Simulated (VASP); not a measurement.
A run of VASP 6.6.1 is set up as follows.

The input INCAR:

```
ALGO = Normal
EDIFF = 1E-6
EDIFFG = -0.02
ENCUT = 520
GGA = PE
IBRION = 2
ISIF = 2
ISMEAR = -1
LASPH = True
LCHARG = False
LREAL = False
LWAVE = False
NELM = 60
NSW = 80
PREC = Accurate
SIGMA = 0.02
```

Contents of KPOINTS:

```
k-points
0
Gamma
  13 13 13
```

The input POSCAR:

```
GaN
1.0
    0.0000000000      1.9925000000      2.0522750000
    1.9925000000      0.0000000000      2.0522750000
    1.9925000000      1.9925000000      0.0000000000
Ga N
1 1
Direct
    0.5000000000      0.5000000000      0.5000000000
    0.0000000000      0.0000000000      0.0000000000
```

Potentials or basis: VASP PAW PBE potentials, release 64 (Ga_d, N).

Command:

```sh
$ cat potpaw_PBE.64/Ga_d/POTCAR potpaw_PBE.64/N/POTCAR > POTCAR
$ mpirun -np 1 vasp_std > vasp.out
```

(1) Predict the band gap on the k mesh.

Answers

(1) 1.51 eV (least direct gap 4.60 eV).

Caveat: the cell differs from its parent crystal (z stretched by +3 %); the relaxation stopped at its first step, so nothing moved; an odd mesh through Γ misses points on the zone boundary, where band edges can lie.
